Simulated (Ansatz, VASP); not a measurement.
## TaN in VASP and in Ansatz

```xyz
2
Lattice="2.9380 0.0000 0.0000 -1.4690 2.5444 0.0000 0.0000 0.0000 2.8830" Properties=species:S:1:pos:R:3 pbc="T T T"
Ta    0.0000    0.0000    1.4415
N     1.4690    0.8481    0.0000
```

Alike in both runs: task single point; functional PBE; k mesh 12 × 12 × 10; occupations gaussian, width 0.1 eV; no spin polarisation.

```csv
,VASP,Ansatz
version,VASP 6.6.1,Ansatz 0.2.0
potentials or method,"VASP PAW PBE potentials, release 64 (Ta_pv, N), cutoff 600 eV","plane waves, PAW"
valence electrons in the cell,16,18
```

```csv
,VASP,Ansatz,Ansatz less VASP
pressure (GPa),5.3,4.7,-0.60
"traceless stress, the component that is largest in VASP (GPa)",0.84,0.71,-0.125
```

VASP's potentials hold 16 valence electrons a cell and Ansatz's 18, so a difference there can come from the potentials and not from the codes.

Neither program's run includes spin-orbit coupling.
